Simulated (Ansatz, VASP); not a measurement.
Two plane-wave programs on Hf2N

INCAR

```
SYSTEM = Hf2N
PREC = Accurate
ENCUT = 520
EDIFF = 1E-7
ISMEAR = 0
SIGMA = 0.1
LREAL = .False.
LASPH = .True.
NELM = 60
ALGO = Normal
ISIF = 2
LWAVE = .False.
LCHARG = .True.
GGA = PS
LELF = .True.
LVHAR = .True.
NBANDS = 34
```

The input KPOINTS:

```
regular mesh
0
Gamma
  8 8 12
  0 0 0
```

POSCAR

```
Hf2N
1.0
    5.3131240200      0.0000000000      0.0000000000
    0.0000000000      5.3131240200      0.0000000000
    0.0000000000      0.0000000000      3.2420983900
Hf N
4 2
Direct
    0.2955363700      0.2955363700      0.0000000000
    0.7044636300      0.7044636300      0.0000000000
    0.7955363700      0.2044636300      0.5000000000
    0.2044636300      0.7955363700      0.5000000000
    0.0000000000      0.0000000000      0.0000000000
    0.5000000000      0.5000000000      0.5000000000
```

Input for Ansatz:

```yaml
crystal:
  lattice:
    - [5.31312402, 0.0, 0.0]
    - [0.0, 5.31312402, 0.0]
    - [0.0, 0.0, 3.24209839]
  atoms:
    - { symbol: Hf, position: [0.29553637, 0.29553637, 0.0] }
    - { symbol: Hf, position: [0.70446363, 0.70446363, 0.0] }
    - { symbol: Hf, position: [0.79553637, 0.20446363, 0.5] }
    - { symbol: Hf, position: [0.20446363, 0.79553637, 0.5] }
    - { symbol: "N", position: [0.0, 0.0, 0.0] }
    - { symbol: "N", position: [0.5, 0.5, 0.5] }
basis:
  ecutwfc: 420
kpoints:
  mp_grid: { grid: [8, 8, 12] }
hamiltonian:
  xc: pbesol
scf:
  occupations: { method: gaussian, width: 0.1 }
output:
  forces: true
  stress: true
  eigenvalues: true
  populations: true
```

Alike in both runs: task single point; functional PBEsol; k mesh 8 × 8 × 12; occupations gaussian, width 0.1 eV; no spin polarisation.

```csv
,VASP,Ansatz
version,VASP 6.6.1,Ansatz 0.2.0
potentials or method,"VASP PAW PBE potentials, release 64 (Hf_pv, N), cutoff 520 eV","scalar-relativistic, plane waves, PAW"
valence electrons in the cell,50,114
```

Ansatz gave:

| Quantity | Value |
| --- | --- |
| gap on the k mesh at the Fermi level (eV) | none |
| pressure (GPa) | -2.3 |
| traceless stress, the component that is largest in VASP (GPa) | -0.30 |
| rms of the force components (eV/Å) | 0.002 |

**Question.** What did VASP give for the same quantities?

**Answer.** gap on the k mesh at the Fermi level (eV): none; pressure (GPa): -3.3; traceless stress, the component that is largest in VASP (GPa): -0.42; rms of the force components (eV/Å): 0.006.

VASP's potentials were made for PBE, not for PBEsol. Atom by atom the forces differ by 0.004 eV/Å (rms over components). A gap of «none» marks a metal or a gap that the smearing closes. VASP's potentials hold 50 valence electrons a cell and Ansatz's 114, so a difference there can come from the potentials and not from the codes.

Spin-orbit coupling is off throughout.
